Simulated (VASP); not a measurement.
CsPbBr3, 5 atoms in the cell. The structure is cubic, space group Pm-3m (No. 221). Conventional cell: a = 5.870 Å, b = 5.870 Å, c = 5.870 Å, α = 90.00°, β = 90.00°, γ = 90.00°. Pb (site symmetry m-3m) has 6 Br at 2.94 Å within 3.9 Å. Cs (site symmetry m-3m) has 12 Br at 4.15 Å and 8 Pb at 5.08 Å within 5.4 Å. Br (site symmetry 4/mmm) has 2 Pb at 2.94 Å within 3.9 Å. 

| Quantity | Value |
| --- | --- |
| Program | VASP 6.6.1 |
| Task | single point |
| Functional | PBEsol |
| Potentials or basis | VASP PAW PBE potentials, release 64 (Pb_d, Cs_sv, Br) |
| Cutoff | 520 eV |
| k mesh | 4 × 4 × 4 |
| Occupations | fermi-dirac, width 0.05 eV |
| Spin | no spin polarisation |
| Dipole correction | no |
| Further INCAR settings | ALGO = Normal; EDIFF = 1e-06; NBANDS = 30 |

Potentials or basis: VASP PAW PBE potentials, release 64 (Pb_d, Cs_sv, Br).

The run is started by

```sh
$ cat potpaw_PBE.64/Pb_d/POTCAR potpaw_PBE.64/Cs_sv/POTCAR potpaw_PBE.64/Br/POTCAR > POTCAR
$ mpirun -np 1 vasp_std > vasp.out
```

Hardware: 1 thread of Intel(R) Xeon(R) Platinum 8488C (Sapphire Rapids) (shared host).

How long does it take, and how much memory?

Wall time 38 s on 1 thread of Intel(R) Xeon(R) Platinum 8488C (Sapphire Rapids), with other jobs on the host, peak memory 0.34 GiB. Counts: scf iterations 13, k points 10.
